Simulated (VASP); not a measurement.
Write the native input for VASP 6.6.1 that does the following.

| Quantity | Value |
| --- | --- |
| Task | single point |
| Functional | PBE |
| Potentials or basis | VASP PAW PBE potentials, release 64 (Zn) |
| Cutoff | 520 eV |
| k mesh | 9 × 9 × 12 |
| Occupations | fermi-dirac, width 0.1 eV |
| Spin | no spin polarisation |
| Dipole correction | no |
| Further INCAR settings | ALGO = Normal; EDIFF = 1e-06; NBANDS = 25 |

The structure of Zn lies in POSCAR:

```
Zn
1.0
    3.9329168096      0.0000000000      0.0000000000
   -1.9664584048      3.4060058681      0.0000000000
    0.0000000000      0.0000000000      2.3796900665
Zn
3
Direct
    0.0000000000      0.0000000000      0.0000000000
    0.3333333333      0.6666666667      0.5000000000
    0.6666666667      0.3333333333      0.5000000000
```

These files were run (other wordings do the same):

INCAR

```
  PREC = Accurate
  ENCUT = 520
  EDIFF = 1E-6
  ISMEAR = -1
  SIGMA = 0.1
  LREAL = F
  LASPH = T
  NELM = 60
  ALGO = Normal
  ISIF = 2
  LWAVE = F
  LCHARG = T
  GGA = PE
  LELF = T
  LVHAR = T
  NBANDS = 25
```

KPOINTS

```
regular mesh
0
Gamma
  9 9 12
```

Potentials or basis: VASP PAW PBE potentials, release 64 (Zn).

Launch:

```bash
$ cat potpaw_PBE.64/Zn/POTCAR > POTCAR
$ mpirun -np 1 vasp_std > vasp.out
```

Results of the run:

| Quantity | Value |
| --- | --- |
| Pressure | 67.5 GPa |
| Band gap on the k mesh | zero (band 18 reaches 11.43 eV, above the bottom of band 19 at 5.60 eV) |

Run time: 2.3 min on 1 thread of AMD EPYC 7R13 (shared host), peak memory 0.15 GiB.
